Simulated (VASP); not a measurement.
# Si16Ge (a cell with a defect) in VASP: further runs

Si16Ge (a cell with a defect) is run at these levels: PBEsol; tasks: single point.

All numbers are computed with VASP 6.6.1; they aren't measurements. Logs are shortened: lines on timing, memory, paths and dates and some standing lists are left out, and cuts for length are marked.

## (1) The cell of the first run

The cell holds a defect, 17 atoms: a = 7.679 Å, b = 7.679 Å, c = 7.679 Å, α = 60.00°, β = 60.00°, γ = 60.00°.

## (2) Single point, PBEsol

Contents of INCAR:

```
PREC     = Accurate       # precision mode
ENCUT    = 520            # plane-wave cutoff, eV
EDIFF    = 1E-6           # SCF threshold, eV
ISMEAR   = 0              # smearing method
SIGMA    = 0.02           # smearing width, eV
LREAL    = Auto         
LASPH    = T              # aspherical terms in the spheres
NELM     = 100            # most SCF steps
ALGO     = Normal         # electronic algorithm
ISIF     = 2              # what is computed and relaxed
LWAVE    = F              # write WAVECAR
LCHARG   = T              # write CHGCAR
GGA      = PS             # functional
LELF     = T              # ELF
LVHAR    = T            
NBANDS   = 53             # bands
```

Contents of KPOINTS:

```
Automatic mesh
0
Gamma
  2 2 2
```

Contents of POSCAR:

```
Si16Ge
1.0
    0.0000000000      5.4300000000      5.4300000000
    5.4300000000      0.0000000000      5.4300000000
    5.4300000000      5.4300000000      0.0000000000
Si Ge
16 1
Direct
    0.0542557090     -0.0182652855     -0.0183691529
    0.1381227440      0.1248733886      0.1249188766
   -0.0117024862      0.0199991713      0.4954168508
    0.1378748619      0.1249903315      0.6113792818
   -0.0113875691      0.4954203499      0.0201210866
    0.1383621547      0.6114209024      0.1248811234
   -0.0116334254      0.4955536832      0.4953630755
    0.0413853591      0.6525763352      0.6527476059
    0.5095663904      0.0085192449      0.0073496317
    0.6787287293      0.1068981584      0.1068364641
    0.5093508287      0.0077668508      0.4738723757
    0.6151747698      0.1656581952      0.6086414365
    0.5097635359      0.4739174954      0.0081399632
    0.6154531308      0.6097571823      0.1656691529
    0.4225069061      0.5257151934      0.5254767035
    0.6152134438      0.6092771639      0.6091432781
    0.5989921731      0.7998894107      0.8003109576
```

Potentials or basis: VASP PAW PBE potentials, release 64 (Si, Ge_d).

Command:

```bash
> cat potpaw_PBE.64/Si/POTCAR potpaw_PBE.64/Ge_d/POTCAR > POTCAR
> mpirun -np 1 vasp_std > vasp.out
```

OUTCAR:

```text
PREC = Accurate
   ENCUT = 520
   EDIFF = 1E-6
   ISMEAR = 0
   LREAL = Auto
   LASPH = T
   NELM = 100
   ISIF = 2
   GGA = PS

 ion  position               nearest neighbor table
   1  0.054  0.982  0.982-   4 2.34   6 2.34   2 2.34  10 2.35
   2  0.138  0.125  0.125-   3 2.33   5 2.33   9 2.33   1 2.34
   3  0.988  0.020  0.495-   2 2.33   4 2.33  12 2.34   8 2.35
   4  0.138  0.125  0.611-   3 2.33   7 2.33  11 2.33   1 2.34
   5  0.989  0.495  0.020-   6 2.33   2 2.33  14 2.34   8 2.35
   6  0.138  0.611  0.125-   7 2.33   5 2.33  13 2.33   1 2.34
   7  0.988  0.496  0.495-   6 2.33   4 2.33  16 2.34   8 2.35
   8  0.041  0.653  0.653-   3 2.35   5 2.35   7 2.35  15 2.39  17 2.77
   9  0.510  0.009  0.007-  10 2.32   2 2.33  17 2.43  12 2.51  14 2.51
  10  0.679  0.107  0.107-  13 2.32   9 2.32  11 2.32   1 2.35
  11  0.509  0.008  0.474-  10 2.32   4 2.33  17 2.44  16 2.51  12 2.51
  12  0.615  0.166  0.609-  15 2.31   3 2.34  17 2.47  11 2.51   9 2.51
  13  0.510  0.474  0.008-  10 2.32   6 2.33  17 2.43  16 2.51  14 2.51
  14  0.615  0.610  0.166-  15 2.31   5 2.34  17 2.47   9 2.51  13 2.51
  15  0.423  0.526  0.525-  14 2.31  16 2.31  12 2.31   8 2.39
  16  0.615  0.609  0.609-  15 2.31   7 2.34  17 2.47  11 2.51  13 2.51
  17  0.599  0.800  0.800-  13 2.43   9 2.43  11 2.44  14 2.47  16 2.47  12 2.47   8 2.77

  LATTYP: Found a face centered cubic cell.
 ALAT       =    10.8600000000

  Lattice vectors:

 A1 = (   0.0000000000,   5.4300000000,   5.4300000000)
 A2 = (   5.4300000000,   0.0000000000,   5.4300000000)
 A3 = (   5.4300000000,   5.4300000000,   0.0000000000)

Analysis of symmetry for initial positions (statically):
=====================================================================
 Subroutine PRICEL returns:
 Original cell was already a primitive cell.

 Routine SETGRP: Setting up the symmetry group for a
 face centered cubic supercell.

 Subroutine GETGRP returns: Found  1 space group operations
 (whereof  1 operations were pure point group operations)
 out of a pool of 48 trial point group operations.

The static configuration has the point symmetry C_1 .

Analysis of symmetry for dynamics (positions and initial velocities):
=====================================================================
 Subroutine PRICEL returns:
 Original cell was already a primitive cell.

 Routine SETGRP: Setting up the symmetry group for a
 face centered cubic supercell.

 Subroutine GETGRP returns: Found  1 space group operations
 (whereof  1 operations were pure point group operations)
 out of a pool of 48 trial point group operations.

The dynamic configuration has the point symmetry C_1 .

 Subroutine INISYM returns: Found  1 space group operations
 (whereof  1 operations are pure point group operations),
 and found     1 'primitive' translations

----------------------------------------------------------------------------------------

                                     Primitive cell

  volume of cell :     320.2060

  direct lattice vectors                    reciprocal lattice vectors
     0.000000000  5.430000000  5.430000000    -0.092081031  0.092081031  0.092081031
     5.430000000  0.000000000  5.430000000     0.092081031 -0.092081031  0.092081031
     5.430000000  5.430000000  0.000000000     0.092081031  0.092081031 -0.092081031

  length of vectors
     7.679179644  7.679179644  7.679179644     0.159489025  0.159489025  0.159489025

  position of ions in fractional coordinates (direct lattice)
     0.054255709  0.981734714  0.981630847
     0.138122744  0.124873389  0.124918877
     0.988297514  0.019999171  0.495416851
     0.137874862  0.124990332  0.611379282
     0.988612431  0.495420350  0.020121087
     0.138362155  0.611420902  0.124881123
[... 9 lines left out ...]
     0.615213444  0.609277164  0.609143278
     0.598992173  0.799889411  0.800310958

  ion indices of the primitive-cell ions
   primitive index   ion index
                 1           1
                 2           2
                 3           3
                 4           4
                 5           5
                 6           6
[... 9 lines left out ...]
                16          16
                17          17

----------------------------------------------------------------------------------------

 KPOINTS: Automatic mesh

Automatic generation of k-mesh.
 Grid dimensions read from file:
 generate k-points for:    2    2    2

 Generating k-lattice:

  Cartesian coordinates                     Fractional coordinates (reciprocal lattice)
    -0.046040516  0.046040516  0.046040516     0.500000000  0.000000000  0.000000000
     0.046040516 -0.046040516  0.046040516     0.000000000  0.500000000  0.000000000
     0.046040516  0.046040516 -0.046040516     0.000000000  0.000000000  0.500000000

  Length of vectors
     0.079744512  0.079744512  0.079744512

  Shift w.r.t. Gamma in fractional coordinates (k-lattice)
     0.000000000  0.000000000  0.000000000

 Subroutine IBZKPT returns following result:
 ===========================================

 Found      8 irreducible k-points:

 Following reciprocal coordinates:
            Coordinates               Weight
  0.000000  0.000000  0.000000      1.000000
  0.500000  0.000000  0.000000      1.000000
  0.000000  0.500000  0.000000      1.000000
  0.000000  0.000000  0.500000      1.000000
  0.500000  0.500000  0.500000      1.000000
  0.500000  0.500000  0.000000      1.000000
  0.000000  0.500000  0.500000      1.000000
  0.500000  0.000000  0.500000      1.000000
   k-points           NKPTS =      8   k-points in BZ     NKDIM =      8   number of bands    NBANDS=     53
   number of dos      NEDOS =    301   number of ions     NIONS =     17
   total plane-waves  NPLWV = 216000
   dimension x,y,z NGX =    60 NGY =   60 NGZ =   60
   dimension x,y,z NGXF=   120 NGYF=  120 NGZF=  120
   ions per type =              16   1
   NGX,Y,Z   is equivalent  to a cutoff of  12.99, 12.99, 12.99 a.u.
   NGXF,Y,Z  is equivalent  to a cutoff of  25.98, 25.98, 25.98 a.u.
 SYSTEM =  unknown system
   PREC   = accura    normal or accurate (medium, high low for compatibility)
   ISTART =      0    job   : 0-new  1-cont  2-samecut
   ICHARG =      2    charge: 1-file 2-atom 10-const
   ISPIN  =      1    spin polarized calculation?
   LNONCOLLINEAR =      F non collinear calculations
   LSORBIT =      F    spin-orbit coupling
   LASPH  =      T    aspherical Exc in radial PAW
   ENCUT  =  520.0 eV  38.22 Ry    6.18 a.u.  14.28 14.28 14.28*2*pi/ulx,y,z
   NELM   =    100;   NELMIN=  2; NELMDL= -5     # of ELM steps
   EDIFF  = 0.1E-05   stopping-criterion for ELM
   LREAL  =      T    real-space projection
   EDIFFG = 0.1E-04   stopping-criterion for IOM
   NSW    =      0    number of steps for IOM
   IBRION =     -1    ionic relax: 0-MD 1-quasi-New 2-CG
   NFREE  =      0    steps in history (QN), initial steepest desc. (CG)
   ISIF   =      2    stress and relaxation
   ISYM   =      2    0-nonsym 1-usesym 2-fastsym
   POTIM  = 0.5000    time-step for ionic-motion
   TEBEG  =    0.0;   TEEND  =   0.0 temperature during run
   PSTRESS=    0.0 pullay stress
   NELECT =      78.0000    total number of electrons
   NUPDOWN=      -1.0000    fix difference up-down
   EMIN   =  10.00;   EMAX   =-10.00  energy-range for DOS
   EFERMI =   0.00;   METHOD = LEGACY
   ISMEAR =     0;   SIGMA  =   0.02  broadening in eV -4-tet -1-fermi 0-gaus
   EFERMI_NEDOS =   21; number of points for ismear=-14 and -15
   IALGO  =     38    algorithm
   IMIX   =      4    mixing-type and parameters
     AMIX     =   0.40;   BMIX     =  1.00
     AMIX_MAG =   1.60;   BMIX_MAG =  1.00
  volume/ion in A,a.u.               =      18.84       127.11
  Fermi-wavevector in a.u.,A,eV,Ry     =   1.022421  1.932096 14.222785  1.045345
  Thomas-Fermi vector in A             =   2.156100
   LORBIT       =      0    0 simple, 1 ext, 2 COOP (PROOUT), +10 PAW based schemes
   GGA     = PS    functional components
   LHFCALC =     F    Hartree Fock is set to
   AEXX    =    0.0000 exact exchange contribution
   IVDW    =     0    specifies the selected vdW correction
   LEPSILON=     F    determine dielectric tensor
   LRPA    =     F    only Hartree local field effects (RPA)
 non-spin polarized calculation
 Gauss-broadening in eV      SIGMA  =   0.02
  energy-cutoff  :      520.00
  volume of cell :      320.21
 maximum number of plane-waves:      8646
 NGX is ok and might be reduce to    60
   NGX = 29   NGY = 29   NGZ = 29

 number of electron      77.9999998 magnetization

 Free energy of the ion-electron system (eV)
  ---------------------------------------------------
  ext. energy  EPLUGINS =         0.00000000
  ---------------------------------------------------
  free energy    TOTEN  =       -92.45903892 eV

  energy without entropy =      -92.45383203  energy(sigma->0) =      -92.45643547

 E-fermi :   6.5774     XC(G=0):  -9.9051

 val. band max:        6.5654337355   @ k =   0.5000   0.5000   0.0000
 cond. band min:       6.5837795131   @ k =   0.0000   0.0000   0.0000
 fundamental gap:      0.0183457776
 Fermi energy:         6.5774004779

 k-point     1 :       0.0000    0.0000    0.0000
  band No.  band energies     occupation
      1     -18.0153      2.00000
      2     -18.0152      2.00000
      3     -17.9015      2.00000
      4     -17.9015      2.00000
      5     -17.8990      2.00000
      6      -6.4434      2.00000
[... 43 lines left out ...]
     50       8.4484      0.00000
     51       8.7583      0.00000

 k-point     2 :       0.5000    0.0000    0.0000
  band No.  band energies     occupation
      1     -18.0153      2.00000
      2     -18.0152      2.00000
      3     -17.9015      2.00000
      4     -17.9015      2.00000
      5     -17.8990      2.00000
      6      -6.1020      2.00000
[... 43 lines left out ...]
     50       9.7454      0.00000
     51       9.9432      0.00000

 k-point     3 :       0.0000    0.5000    0.0000
  band No.  band energies     occupation
      1     -18.0153      2.00000
      2     -18.0152      2.00000
      3     -17.9015      2.00000
      4     -17.9015      2.00000
      5     -17.8990      2.00000
      6      -6.0346      2.00000
[... 43 lines left out ...]
     50       9.6435      0.00000
     51       9.9738      0.00000

 k-point     4 :       0.0000    0.0000    0.5000
  band No.  band energies     occupation
      1     -18.0153      2.00000
      2     -18.0152      2.00000
      3     -17.9015      2.00000
      4     -17.9015      2.00000
      5     -17.8990      2.00000
      6      -6.0342      2.00000
[... 43 lines left out ...]
     50       9.6446      0.00000
     51       9.9777      0.00000

 k-point     5 :       0.5000    0.5000    0.5000
  band No.  band energies     occupation
      1     -18.0153      2.00000
      2     -18.0152      2.00000
      3     -17.9015      2.00000
      4     -17.9015      2.00000
      5     -17.8990      2.00000
      6      -6.0343      2.00000
[... 43 lines left out ...]
     50       9.6439      0.00000
     51       9.9769      0.00000

 k-point     6 :       0.5000    0.5000    0.0000
  band No.  band energies     occupation
      1     -18.0153      2.00000
      2     -18.0152      2.00000
      3     -17.9015      2.00000
      4     -17.9015      2.00000
      5     -17.8990      2.00000
      6      -5.9284      2.00000
[... 43 lines left out ...]
     50      10.2571      0.00000
     51      10.3243      0.00000

 k-point     7 :       0.0000    0.5000    0.5000
  band No.  band energies     occupation
      1     -18.0153      2.00000
      2     -18.0152      2.00000
      3     -17.9015      2.00000
      4     -17.9015      2.00000
      5     -17.8990      2.00000
      6      -5.9283      2.00000
[... 43 lines left out ...]
     50      10.2575      0.00000
     51      10.3237      0.00000

 k-point     8 :       0.5000    0.0000    0.5000
  band No.  band energies     occupation
      1     -18.0153      2.00000
      2     -18.0152      2.00000
      3     -17.9015      2.00000
      4     -17.9015      2.00000
      5     -17.8990      2.00000
      6      -5.9281      2.00000
[... 43 lines left out ...]
     50      10.2580      0.00000
     51      10.3236      0.00000
 [bands above 51 left out]

------------------------ aborting loop because EDIFF is reached ----------------------------------------

  FORCE on cell =-STRESS in cart. coord.  units (eV):
  Direction    XX          YY          ZZ          XY          YZ          ZX
  --------------------------------------------------------------------------------------
  -------------------------------------------------------------------------------------
  Total        7.0033466      7.0119251      7.0084897      1.2412671     -1.2117599      1.1784011
  in kB       35.0418251     35.0847485     35.0675591      6.2107826     -6.0631411      5.8962274
  external PRESSURE =      35.0647109 kB  Pullay stress =       0.0000000 kB

 VOLUME and BASIS-vectors are now :
 -----------------------------------------------------------------------------
  energy-cutoff  :      520.00
  volume of cell :      320.21
      direct lattice vectors                 reciprocal lattice vectors
     0.000000000  5.430000000  5.430000000    -0.092081031  0.092081031  0.092081031
     5.430000000  0.000000000  5.430000000     0.092081031 -0.092081031  0.092081031
     5.430000000  5.430000000  0.000000000     0.092081031  0.092081031 -0.092081031

 POSITION                                       TOTAL-FORCE (eV/Angst)
 -----------------------------------------------------------------------------------
     10.66107      5.62486      5.62543        -0.007177      0.009327      0.007479
      1.35637      1.42832      1.42807         0.002533      0.013978      0.019304
      2.79871      8.05657      5.47505        -0.002048      0.002601     -0.002468
      3.99849      4.06845      1.42736        -0.017106     -0.000953      0.019508
      2.79939      5.47742      8.05830        -0.001693     -0.007926      0.001718
      3.99812      1.42941      4.07132        -0.018664      0.015119     -0.006596
[... 9 lines left out ...]
      6.61602      6.64826      6.64898         0.020891     -0.002186      0.004507
      8.68909      7.59822      7.59593         0.005788     -0.009921      0.001858
 -----------------------------------------------------------------------------------
    total drift:                                0.005457     -0.004350     -0.007286

  FREE ENERGIE OF THE ION-ELECTRON SYSTEM (eV)
  ---------------------------------------------------
  free  energy   TOTEN  =       -92.4590389195 eV

  energy  without entropy=      -92.4538320261  energy(sigma->0) =      -92.45643547
```

Run time: 2.6 min. Hardware: 1 thread of Intel Xeon 6975P-C (Granite Rapids), shared host; peak memory 0.49 GiB.

Results:

```yaml
Free_energy: -92.4590 eV
Pressure: 3.5 GPa
Largest_force: 0.029 eV/Å
Band_gap_on_the_k_mesh: 0.02 eV
```

Forces on the atoms (eV/Å):
```
Si  -0.007  0.009  0.007
Si   0.003  0.014  0.019
Si  -0.002  0.003 -0.002
Si  -0.017 -0.001  0.020
Si  -0.002 -0.008  0.002
Si  -0.019  0.015 -0.007
Si   0.005  0.004  0.002
Si   0.005 -0.009 -0.006
Si  -0.019 -0.003 -0.016
Si   0.005 -0.002 -0.008
Si   0.008  0.019 -0.007
Si  -0.002  0.000 -0.029
Si   0.012 -0.009  0.021
Si   0.001 -0.017  0.001
Si   0.002 -0.004 -0.004
Si   0.021 -0.002  0.005
Ge   0.006 -0.010  0.002
```

Caveat: the k points lie up to 0.50 Å⁻¹ apart; the PAW data sets were made with another functional, which shifts forces and pressure a little.

## (3) Single point, PBEsol

Contents of INCAR:

```
SYSTEM = Si16Ge
  PREC = Accurate
  ENCUT = 520
  EDIFF = 1E-6
  ISMEAR = 0
  SIGMA = 0.02
  LREAL = Auto
  LASPH = .True.
  NELM = 80
  ALGO = Normal
  ISIF = 2
  LWAVE = .False.
  LCHARG = .True.
  GGA = PS
  LELF = .True.
  LVHAR = .True.
  NBANDS = 53
```

Contents of KPOINTS:

```
Automatic mesh
0
Gamma
  2 2 2
  0 0 0
```

Contents of POSCAR:

```
Si16Ge
1.0
    0.0000000000      5.4300000000      5.4300000000
    5.4300000000      0.0000000000      5.4300000000
    5.4300000000      5.4300000000      0.0000000000
Si Ge
16 1
Direct
    0.0433633517     -0.0145305709     -0.0148627993
    0.1351921731      0.1260662063      0.1259039595
   -0.0104942910      0.0156966851      0.4967152855
    0.1347470534      0.1262656538      0.6119400552
   -0.0098946593      0.4969401473      0.0157983425
    0.1354200737      0.6122871087      0.1259239411
   -0.0103470534      0.4973186924      0.4966575506
    0.0677433702      0.6438069061      0.6439557090
    0.5063590239      0.0095941989      0.0083503683
    0.6691945672      0.1101078269      0.1100050645
    0.5061315838      0.0089221915      0.4751000921
    0.6109777164      0.1571084715      0.6146624309
    0.5065041436      0.4750914365      0.0089444751
    0.6113676796      0.6158115101      0.1575951197
    0.4384468692      0.5200846225      0.5206302947
    0.6110786372      0.6162640884      0.6147948435
    0.6644449355      0.7776162063      0.7792491713
```

Potentials or basis: VASP PAW PBE potentials, release 64 (Si, Ge_d).

Command:

```bash
> cat potpaw_PBE.64/Si/POTCAR potpaw_PBE.64/Ge_d/POTCAR > POTCAR
> mpirun -np 1 vasp_std > vasp.out
```

It took 2.4 min on 1 thread of Intel Xeon 6975P-C (Granite Rapids), shared host; peak memory 0.49 GiB.

The run converged. Its results:

| Item | Value |
| --- | --- |
| Free energy | -92.5103 eV |
| Pressure | 4.0 GPa |
| Largest force | 0.454 eV/Å |
| Band gap on the k mesh | zero (band 39 reaches 6.80 eV, above the bottom of band 40 at 6.62 eV) |

Forces on the atoms (eV/Å):
```
Si   0.065 -0.065 -0.063
Si   0.027 -0.029 -0.027
Si  -0.002  0.003 -0.034
Si   0.027 -0.029 -0.026
Si   0.000 -0.038  0.000
Si   0.028 -0.030 -0.027
Si   0.035  0.003  0.002
Si  -0.092  0.094  0.093
Si   0.017 -0.029 -0.034
Si   0.051 -0.044 -0.054
Si   0.029 -0.027 -0.029
Si   0.010 -0.002 -0.098
Si   0.032 -0.032 -0.013
Si   0.007 -0.089 -0.009
Si  -0.065  0.060  0.063
Si   0.096 -0.001 -0.010
Ge  -0.264  0.254  0.267
```

Stress tensor (GPa, compression positive):
```
 4.00  0.71  0.72
 0.71  3.90 -0.71
 0.72 -0.71  4.04
```

Levels at points of the mesh, in eV from the Fermi level:
| k point | band 35 | band 36 | band 37 | band 38 | band 39 | band 40 | band 41 | band 42 | band 43 | band 44 |
| --- | --- | --- | --- | --- | --- | --- | --- | --- | --- | --- |
| (0.00, 0.00, 0.00) | -1.51 | -0.91 | -0.64 | -0.63 | -0.52 | -0.17 | -0.16 | 0.07 | 0.07 | 0.58 |
| (0.50, 0.00, 0.00) | -1.36 | -1.35 | -1.33 | -1.32 | -0.37 | 0.34 | 0.36 | 1.09 | 1.10 | 1.10 |
| (0.00, 0.50, 0.00) | -1.45 | -1.44 | -1.41 | -1.13 | -0.13 | 0.12 | 0.72 | 0.76 | 0.86 | 1.22 |
| (0.00, 0.00, 0.50) | -1.44 | -1.44 | -1.42 | -1.13 | -0.13 | 0.13 | 0.73 | 0.75 | 0.86 | 1.22 |
| (0.50, 0.50, 0.50) | -1.45 | -1.44 | -1.41 | -1.13 | -0.13 | 0.12 | 0.72 | 0.76 | 0.86 | 1.22 |
| (0.50, 0.50, 0.00) | -2.06 | -1.89 | -1.77 | -1.09 | 0.01 | 0.47 | 1.13 | 1.23 | 1.39 | 1.84 |
| (0.00, 0.50, 0.50) | -2.05 | -1.89 | -1.77 | -1.09 | 0.01 | 0.47 | 1.13 | 1.23 | 1.39 | 1.84 |
| (0.50, 0.00, 0.50) | -2.05 | -1.90 | -1.77 | -1.08 | 0.00 | 0.47 | 1.13 | 1.24 | 1.39 | 1.83 |

Caveat: the k points lie up to 0.50 Å⁻¹ apart; the PAW data sets were made with another functional, which shifts forces and pressure a little.

(Continued in part 2 of 2.)
